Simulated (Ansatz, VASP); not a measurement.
**One calculation of MgO, two programs**

INCAR

```
SYSTEM = MgO
PREC = Accurate ; ENCUT = 520
EDIFF = 1E-6 ; ISMEAR = 0
SIGMA = 0.05 ; LREAL = .False.
LASPH = .True. ; NELM = 80
ALGO = Normal ; ISIF = 2
LWAVE = .False. ; LCHARG = .True.
GGA = PS ; LELF = .True.
LVHAR = .True. ; NBANDS = 11
```

KPOINTS

```
Automatic mesh
0
Gamma
  10 10 10
  0 0 0
```

File POSCAR:

```
MgO
1.0
    0.0000000000      2.1351500000      2.1351500000
    2.1351500000      0.0000000000      2.1351500000
    2.1351500000      2.1351500000      0.0000000000
Mg O
1 1
Direct
   -0.0263447533     -0.0263447533      0.0263447533
    0.5000000000      0.5000000000      0.5000000000
```

Input for Ansatz:

```yaml
crystal:
  lattice:
    - [0.0, 2.13515, 2.13515]
    - [2.13515, 0.0, 2.13515]
    - [2.13515, 2.13515, 0.0]
  atoms:
    - { symbol: Mg, position: [-0.0263447533, -0.0263447533, 0.0263447533] }
    - { symbol: O, position: [0.5, 0.5, 0.5] }
basis:
  ecutwfc: 420
kpoints:
  mp_grid: { grid: [10, 10, 10] }
hamiltonian:
  xc: pbesol
scf:
  occupations: { method: gaussian, width: 0.05 }
output:
  forces: true
  stress: true
  eigenvalues: true
```

Change from the starting cell: all Mg atoms moved +0.113 Å, as atom 1 towards its neighbour atom 2 (O) at 2.135 Å.

Alike in both runs: task single point; functional PBEsol; k mesh 10 × 10 × 10; occupations gaussian, width 0.05 eV; no spin polarisation.

|  | VASP | Ansatz |
| --- | --- | --- |
| version | VASP 6.6.1 | Ansatz 0.2.0 |
| potentials or method | VASP PAW PBE potentials, release 64 (Mg, O), cutoff 520 eV | scalar-relativistic, plane waves, PAW |
| valence electrons in the cell | 8 | 16 |

VASP gave:

```
gap on the k mesh at the Fermi level (eV)                     : 4.25
least direct gap on the mesh (eV)                             : 4.25
pressure (GPa)                                                : -5.1
traceless stress, the component that is largest in VASP (GPa) : 2.59
rms of the force components (eV/Å)                            : 0.315
```

What did Ansatz give for the same quantities?

gap on the k mesh at the Fermi level (eV): 4.25; least direct gap on the mesh (eV): 4.25; pressure (GPa): -4.7; traceless stress, the component that is largest in VASP (GPa): 2.56; rms of the force components (eV/Å): 0.312.

VASP's potentials were made for PBE, not for PBEsol. Atom by atom the forces differ by 0.003 eV/Å (rms over components). VASP's potentials hold 8 valence electrons a cell and Ansatz's 16, so a difference there can come from the potentials and not from the codes.
